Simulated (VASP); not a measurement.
# B (P6/mmm) in VASP: notebook

The runs below take B through single point, with PBEsol.

Everything below comes from runs of VASP 6.6.1. Logs are shortened: lines on timing, memory, paths and dates and some standing lists are left out, and cuts for length are marked.

### 1 The cell of the first run

Symmetry: P6/mmm, No. 191, hexagonal system. Conventional cell: a = 1.702 Å, b = 1.702 Å, c = 3.526 Å, α = 90.00°, β = 90.00°, γ = 120.00°. Within 2.3 Å of B (site symmetry 6/mmm) lie 6 B at 1.70 Å.

### 2 Single point, PBEsol (strain +0.000 along x and y, -0.030 along z)

Contents of INCAR:

```
SYSTEM = B
PREC = Accurate
ENCUT = 520
EDIFF = 1E-6
ISMEAR = 0
SIGMA = 0.15
LREAL = .False.
LASPH = .True.
NELM = 60
ALGO = Normal
ISIF = 2
LWAVE = .False.
LCHARG = .True.
GGA = PS
LELF = .True.
LVHAR = .True.
NBANDS = 8
```

Contents of KPOINTS:

```
regular mesh
0
Gamma
  33 33 14
  0 0 0
```

Contents of POSCAR:

```
B
1.0
    1.7024335758      0.0000000000      0.0000000000
   -0.8512167879      1.4743507249      0.0000000000
    0.0000000000      0.0000000000      3.5263601645
B
1
Direct
    0.0000000000      0.0000000000      0.0000000000
```

Potentials or basis: VASP PAW PBE potentials, release 64 (B).

Run with:

```console
$ cat potpaw_PBE.64/B/POTCAR > POTCAR
$ mpirun -np 1 vasp_std > vasp.out
```

OUTCAR:

```text
SYSTEM = B
   PREC = Accurate
   ENCUT = 520
   EDIFF = 1E-6
   ISMEAR = 0
   LREAL = .False.
   LASPH = .True.
   NELM = 60
   ISIF = 2
   GGA = PS

 ion  position               nearest neighbor table
   1  0.000  0.000  0.000-

  LATTYP: Found a hexagonal cell.
 ALAT       =     1.7024335758
 C/A-ratio  =     2.0713643191

  Lattice vectors:

 A1 = (   1.7024335758,   0.0000000000,   0.0000000000)
 A2 = (  -0.8512167879,   1.4743507249,   0.0000000000)
 A3 = (   0.0000000000,   0.0000000000,   3.5263601645)

Analysis of symmetry for initial positions (statically):
=====================================================================
 Subroutine PRICEL returns:
 Original cell was already a primitive cell.

 Routine SETGRP: Setting up the symmetry group for a
 hexagonal supercell.

 Subroutine GETGRP returns: Found 24 space group operations
 (whereof 24 operations were pure point group operations)
 out of a pool of 24 trial point group operations.

The static configuration has the point symmetry D_6h.

Analysis of symmetry for dynamics (positions and initial velocities):
=====================================================================
 Subroutine PRICEL returns:
 Original cell was already a primitive cell.

 Routine SETGRP: Setting up the symmetry group for a
 hexagonal supercell.

 Subroutine GETGRP returns: Found 24 space group operations
 (whereof 24 operations were pure point group operations)
 out of a pool of 24 trial point group operations.

The dynamic configuration has the point symmetry D_6h.

 Subroutine INISYM returns: Found 24 space group operations
 (whereof 24 operations are pure point group operations),
 and found     1 'primitive' translations

----------------------------------------------------------------------------------------

                                     Primitive cell

  volume of cell :       8.8511

  direct lattice vectors                    reciprocal lattice vectors
     1.702433576  0.000000000  0.000000000     0.587394430  0.339132332  0.000000000
    -0.851216788  1.474350725  0.000000000     0.000000000  0.678264665  0.000000000
     0.000000000  0.000000000  3.526360164     0.000000000  0.000000000  0.283578521

  length of vectors
     1.702433576  1.702433576  3.526360164     0.678264665  0.678264665  0.283578521

[... 78 lines left out ...]
   EDIFF  = 0.1E-05   stopping-criterion for ELM
   LREAL  =      F    real-space projection
   EDIFFG = 0.1E-04   stopping-criterion for IOM
   NSW    =      0    number of steps for IOM
   IBRION =     -1    ionic relax: 0-MD 1-quasi-New 2-CG
   NFREE  =      0    steps in history (QN), initial steepest desc. (CG)
   ISIF   =      2    stress and relaxation
   ISYM   =      2    0-nonsym 1-usesym 2-fastsym
   POTIM  = 0.5000    time-step for ionic-motion
   TEBEG  =    0.0;   TEEND  =   0.0 temperature during run
   PSTRESS=    0.0 pullay stress
   NELECT =       3.0000    total number of electrons
   NUPDOWN=      -1.0000    fix difference up-down
   EMIN   =  10.00;   EMAX   =-10.00  energy-range for DOS
   EFERMI =   0.00;   METHOD = LEGACY
   ISMEAR =     0;   SIGMA  =   0.15  broadening in eV -4-tet -1-fermi 0-gaus
   EFERMI_NEDOS =   21; number of points for ismear=-14 and -15
   IALGO  =     38    algorithm
   IMIX   =      4    mixing-type and parameters
     AMIX     =   0.40;   BMIX     =  1.00
     AMIX_MAG =   1.60;   BMIX_MAG =  1.00
  volume/ion in A,a.u.               =       8.85        59.73
  Fermi-wavevector in a.u.,A,eV,Ry     =   1.141430  2.156990 17.726526  1.302863
  Thomas-Fermi vector in A             =   2.278130
   LORBIT       =      0    0 simple, 1 ext, 2 COOP (PROOUT), +10 PAW based schemes
   GGA     = PS    functional components
   LHFCALC =     F    Hartree Fock is set to
   AEXX    =    0.0000 exact exchange contribution
   IVDW    =     0    specifies the selected vdW correction
   LEPSILON=     F    determine dielectric tensor
   LRPA    =     F    only Hartree local field effects (RPA)
 non-spin polarized calculation
 Gauss-broadening in eV      SIGMA  =   0.15
  energy-cutoff  :      520.00
  volume of cell :        8.85
 maximum number of plane-waves:       252
 NGX is ok and might be reduce to    14
   NGX =  7   NGY =  7   NGZ = 13

 number of electron       3.0000000 magnetization

 Free energy of the ion-electron system (eV)
  ---------------------------------------------------
  ext. energy  EPLUGINS =         0.00000000
  ---------------------------------------------------
  free energy    TOTEN  =        -6.30629484 eV

  energy without entropy =       -6.30296462  energy(sigma->0) =       -6.30462973

 E-fermi :   5.5693     XC(G=0): -10.4435

 val. band max:        5.5668255012   @ k =   0.3030   0.2727   0.3571
 cond. band min:       5.5712146549   @ k =   0.3333   0.2424   0.0714
 fundamental gap:      0.0043891537
 Fermi energy:         5.5693473676

 k-point     1 :       0.0000    0.0000    0.0000
  band No.  band energies     occupation
      1     -11.7513      2.00000
      2      -1.0780      2.00000
      3       7.8728      0.00000
      4      30.4261      0.00000
      5      30.4261      0.00000
      6      33.3866      0.00000
      7      39.5336      0.00000
      8      51.6980      0.00000
[... 243 lines left out ...]
 k-point    24 :       0.2121    0.0303    0.0000
  band No.  band energies     occupation
      1      -9.3563      2.00000
      2       2.3342      2.00000
      3      10.6503      0.00000
      4      21.0628      0.00000
      5      25.3887      0.00000
      6      34.4074      0.00000
      7      40.4902      0.00000
      8      43.4075      0.00000

 [... further k-points ...]

------------------------ aborting loop because EDIFF is reached ----------------------------------------

  FORCE on cell =-STRESS in cart. coord.  units (eV):
  Direction    XX          YY          ZZ          XY          YZ          ZX
  --------------------------------------------------------------------------------------
  -------------------------------------------------------------------------------------
  Total        0.1604149      0.1604149      0.0042141      0.0000000      0.0000000      0.0000000
  in kB       29.0373980     29.0373980      0.7628180      0.0000000      0.0000000      0.0000000
  external PRESSURE =      19.6125380 kB  Pullay stress =       0.0000000 kB

 VOLUME and BASIS-vectors are now :
 -----------------------------------------------------------------------------
  energy-cutoff  :      520.00
  volume of cell :        8.85
      direct lattice vectors                 reciprocal lattice vectors
     1.702433576  0.000000000  0.000000000     0.587394430  0.339132332  0.000000000
    -0.851216788  1.474350725  0.000000000     0.000000000  0.678264665  0.000000000
     0.000000000  0.000000000  3.526360164     0.000000000  0.000000000  0.283578521

 POSITION                                       TOTAL-FORCE (eV/Angst)
 -----------------------------------------------------------------------------------
      0.00000      0.00000      0.00000        -0.000000      0.000000      0.000000
 -----------------------------------------------------------------------------------
    total drift:                               -0.000000     -0.000000     -0.000000

  FREE ENERGIE OF THE ION-ELECTRON SYSTEM (eV)
  ---------------------------------------------------
  free  energy   TOTEN  =        -6.3062948359 eV

  energy  without entropy=       -6.3029646233  energy(sigma->0) =       -6.30462973
```

stdout:

```text
POSCAR found type information on POSCAR B
 POSCAR found :  1 types and       1 ions
 scaLAPACK will be used
 -----------------------------------------------------------------------------
|                                                                             |
|                                                                             |
|     You enforced a specific xc type in the INCAR file but a different       |
|     I HOPE YOU KNOW WHAT YOU ARE DOING!                                     |
|                                                                             |
 -----------------------------------------------------------------------------

 LDA part: xc-table for (Slater+PW92), standard interpolation
 POSCAR, INCAR and KPOINTS ok, starting setup
 FFT: planning ... GRIDC
 FFT: planning ... GRID_SOFT
 FFT: planning ... GRID
 WAVECAR not read
 entering main loop
```

Wall time 43 s (1 thread of Intel Xeon 6975P-C, shared host); peak memory 0.16 GiB.

Results:

```yaml
Free_energy: -6.3063 eV
Pressure: 2.0 GPa
```

Stress tensor (GPa, compression positive):
```
2.90 0.00 0.00
0.00 2.90 0.00
0.00 0.00 0.08
```

Caveat: the cell differs from its parent crystal (strain +0.000 along x and y, -0.030 along z); the PAW data sets were made with another functional, which shifts forces and pressure a little.

### 3 Single point, PBEsol (strain -0.015 along x and y, +0.000 along z)

Contents of INCAR:

```
SYSTEM = B
PREC = Accurate ; ENCUT = 520
EDIFF = 1E-6 ; ISMEAR = 0
SIGMA = 0.15 ; LREAL = .FALSE.
LASPH = .TRUE. ; NELM = 60
ALGO = Normal ; ISIF = 2
LWAVE = .FALSE. ; LCHARG = .TRUE.
GGA = PS ; LELF = .TRUE.
LVHAR = .TRUE. ; NBANDS = 8
```

Contents of KPOINTS:

```
Automatic mesh
0
G
  33 33 14
  0 0 0
```

Contents of POSCAR:

```
B
1.0
    1.6768970722      0.0000000000      0.0000000000
   -0.8384485361      1.4522354640      0.0000000000
    0.0000000000      0.0000000000      3.6354228500
B
1
Direct
    0.0000000000      0.0000000000      0.0000000000
```

Potentials or basis: VASP PAW PBE potentials, release 64 (B).

Run with:

```console
$ cat potpaw_PBE.64/B/POTCAR > POTCAR
$ mpirun -np 1 vasp_std > vasp.out
```

Run time: 26 s. Hardware: 1 thread of Intel Xeon 6975P-C, shared host; peak memory 0.15 GiB.

It converged, with:

```yaml
Free_energy: -6.2895 eV
Pressure: 10.9 GPa
```

Stress tensor (GPa, compression positive):
```
16.71  0.00  0.00
 0.00 16.71  0.00
 0.00  0.00 -0.73
```

Levels at points of the mesh, in eV from the Fermi level:
| k point | band 1 | band 2 | band 3 | band 4 | band 5 | band 6 |
| --- | --- | --- | --- | --- | --- | --- |
| (0.00, 0.00, 0.00) | -17.63 | -7.20 | 1.93 | 25.73 | 25.90 | 25.90 |
| (0.00, 0.00, 0.50) | -17.31 | -9.09 | 8.56 | 13.40 | 25.91 | 25.91 |

Caveat: the cell differs from its parent crystal (strain -0.015 along x and y, +0.000 along z); the PAW data sets were made with another functional, which shifts forces and pressure a little.

### 4 Single point, PBEsol (strain +0.000 along x and y, -0.015 along z)

Contents of INCAR:

```
SYSTEM = B
ALGO = Normal ; EDIFF = 1E-6
ENCUT = 520 ; GGA = PS
ISIF = 2 ; ISMEAR = 0
LASPH = .TRUE. ; LCHARG = .FALSE.
LREAL = .FALSE. ; LWAVE = .FALSE.
NBANDS = 8 ; NELM = 60
PREC = Accurate ; SIGMA = 0.15
```

Contents of KPOINTS:

```
k-points
0
G
  33 33 14
  0 0 0
```

Contents of POSCAR:

```
B
1.0
    1.7024335758      0.0000000000      0.0000000000
   -0.8512167879      1.4743507249      0.0000000000
    0.0000000000      0.0000000000      3.5808915072
B
1
Direct
    0.0000000000      0.0000000000      0.0000000000
```

Run with:

```console
$ cat potpaw_PBE.64/B/POTCAR > POTCAR
$ mpirun -np 1 vasp_std > vasp.out
```

Run time: 37 s. Hardware: 1 thread of Intel Xeon 6975P-C, shared host; peak memory 0.16 GiB.

The run converged. Its results:

| Property | Result |
| --- | --- |
| Free energy | -6.3063 eV |
| Pressure | 1.8 GPa |

Stress tensor (GPa, compression positive):
```
 2.92  0.00  0.00
 0.00  2.92  0.00
 0.00  0.00 -0.29
```

Levels at points of the mesh, in eV from the Fermi level:
```
           k point  band 1  band 2  band 3  band 4  band 5
(0.00, 0.00, 0.00)  -17.30   -6.75    2.20   24.85   24.85
(0.00, 0.00, 0.50)  -16.93   -8.85    9.16   14.17   24.86
```

Caveat: the cell differs from its parent crystal (strain +0.000 along x and y, -0.015 along z); the PAW data sets were made with another functional, which shifts forces and pressure a little.

### 5 Single point, PBEsol (strain -0.015 along x and y, +0.015 along z)

Contents of INCAR:

```
SYSTEM = B
  PREC = Accurate
  ENCUT = 520
  EDIFF = 1E-6
  ISMEAR = 0
  SIGMA = 0.15
  LREAL = .False.
  LASPH = .True.
  NELM = 60
  ALGO = Normal
  ISIF = 2
  LWAVE = .False.
  LCHARG = .False.
  GGA = PS
  NBANDS = 8
```

Contents of KPOINTS:

```
regular mesh
0
Gamma
  33 33 14
  0 0 0
```

Contents of POSCAR:

```
B
1.0
    1.6768970722      0.0000000000      0.0000000000
   -0.8384485361      1.4522354640      0.0000000000
    0.0000000000      0.0000000000      3.6899541928
B
1
Direct
    0.0000000000      0.0000000000      0.0000000000
```

Run with:

```console
$ cat potpaw_PBE.64/B/POTCAR > POTCAR
$ mpirun -np 1 vasp_std > vasp.out
```

Wall time 26 s (1 thread of Intel Xeon 6975P-C, shared host); peak memory 0.15 GiB.

It converged, with:

- Free energy: -6.2889 eV
- Pressure: 10.7 GPa

Stress tensor (GPa, compression positive):
```
16.50  0.00  0.00
 0.00 16.50  0.00
 0.00  0.00 -0.99
```

Levels at points of the mesh, in eV from the Fermi level:
```
           k point  band 1  band 2  band 3  band 4  band 5
(0.00, 0.00, 0.00)  -17.61   -7.29    1.86   24.84   25.90
(0.00, 0.00, 0.50)  -17.33   -9.03    8.20   12.89   25.91
```

Caveat: the cell differs from its parent crystal (strain -0.015 along x and y, +0.015 along z); the PAW data sets were made with another functional, which shifts forces and pressure a little.

### 6 Summary

```tsv
cell	gap on the mesh (eV)	pressure (GPa)
a = 1.702, b = 1.702, c = 3.526 Å, angles 90.0, 90.0, 120.0°, 1 atom	none	2.0
a = 1.677, b = 1.677, c = 3.635 Å, angles 90.0, 90.0, 120.0°, 1 atom	none	10.9
a = 1.702, b = 1.702, c = 3.581 Å, angles 90.0, 90.0, 120.0°, 1 atom	none	1.8
a = 1.677, b = 1.677, c = 3.690 Å, angles 90.0, 90.0, 120.0°, 1 atom	none	10.7
```

Alike in all rows: task single point; level PBEsol; potentials or basis VASP PAW PBE potentials, release 64 (B); no spin polarisation; k mesh 33 × 33 × 14; cutoff (eV) 520; smearing gaussian 0.15 eV.

Caveats: the PAW data sets were made with another functional, which shifts forces and pressure a little.

Absolute energies hang on the potentials; compare differences alone.
